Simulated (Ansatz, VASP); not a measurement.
Se in VASP and in Ansatz

```
Se
1.0
     0.00000    3.23179    3.23179
     3.23179    0.00000    3.23179
     3.23179    3.23179    0.00000
Se
2
Direct
  0.12500 0.12500 0.12500
  0.87500 0.87500 0.87500
```

Alike in both runs: task single point; functional PBEsol; k mesh 10 × 10 × 10; occupations fermi-dirac, width 0.1 eV; no spin polarisation.

|  | VASP | Ansatz |
| --- | --- | --- |
| version | VASP 6.6.1 | Ansatz 0.2.0 |
| potentials or method | VASP PAW PBE potentials, release 64 (Se), cutoff 500 eV | plane waves (420 eV) with PAW, scalar-relativistic |
| valence electrons in the cell | 12 | 32 |

```tsv
	VASP	Ansatz	Ansatz less VASP
pressure (GPa)	-3.9	-4.0	-0.03
```

VASP's potentials were made for PBE, not for PBEsol, and Ansatz warns of the same on its side. With one functional, cell and mesh, what is left measures potentials, basis and numerics. VASP's potentials hold 12 valence electrons a cell and Ansatz's 32, so a difference there can come from the potentials and not from the codes.
